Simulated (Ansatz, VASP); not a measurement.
Two plane-wave programs on AlCu

Contents of INCAR:

```
PREC     = Accurate       # precision mode
ENCUT    = 700            # plane-wave cutoff, eV
EDIFF    = 1E-6           # SCF threshold, eV
ISMEAR   = 1              # smearing method
SIGMA    = 0.1            # smearing width, eV
LREAL    = False          # projectors in reciprocal space
LASPH    = True           # aspherical terms in the spheres
NELM     = 120            # most SCF steps
ALGO     = Normal         # electronic algorithm
ISIF     = 2              # what is computed and relaxed
LWAVE    = False          # write WAVECAR
LCHARG   = False          # write CHGCAR
GGA      = PS             # functional
NBANDS   = 18             # bands
GGA_COMPAT= False
```

File KPOINTS:

```
Automatic mesh
0
Gamma
  10 10 10
```

The input POSCAR:

```
AlCu
1.0
    3.0369544314      0.0000000000      0.0000000000
    0.0000000000      3.0369544314      0.0000000000
    0.0000000000      0.0000000000      3.0369544314
Al Cu
1 1
Direct
    0.0000000000      0.0000000000      0.0000000000
    0.5000000000      0.5000000000      0.5000000000
```

Input for Ansatz:

```yaml
crystal:
  lattice:
    - [3.0369544313856154, 0.0, 0.0]
    - [0.0, 3.0369544313856154, 0.0]
    - [0.0, 0.0, 3.0369544313856154]
  atoms:
    - { symbol: Al, position: [0.0, 0.0, 0.0] }
    - { symbol: Cu, position: [0.5, 0.5, 0.5] }
basis:
  ecutwfc: 500.0
kpoints:
  mp_grid:
    grid: [10, 10, 10]
hamiltonian:
  xc: pbesol
scf:
  occupations:
    method: methfessel_paxton
output:
  stress: true
```

Alike in both runs: task single point; functional PBEsol; k mesh 10 × 10 × 10; no spin polarisation.

```csv
,VASP,Ansatz
version,VASP 6.6.1,Ansatz 0.2.0
potentials or method,"VASP PAW PBE potentials, release 64 (Al, Cu_sv_GW), cutoff 700 eV","plane waves, PAW"
occupations,"methfessel-paxton of order 1, width 0.1 eV",methfessel-paxton of order 1
valence electrons in the cell,22,22
```

Ansatz gave:

| Property | Result |
| --- | --- |
| pressure (GPa) | -8.1 |

Q: Which values does VASP return?

A: Pressure (GPa): -9.9.

VASP's potentials were made for PBE, not for PBEsol.
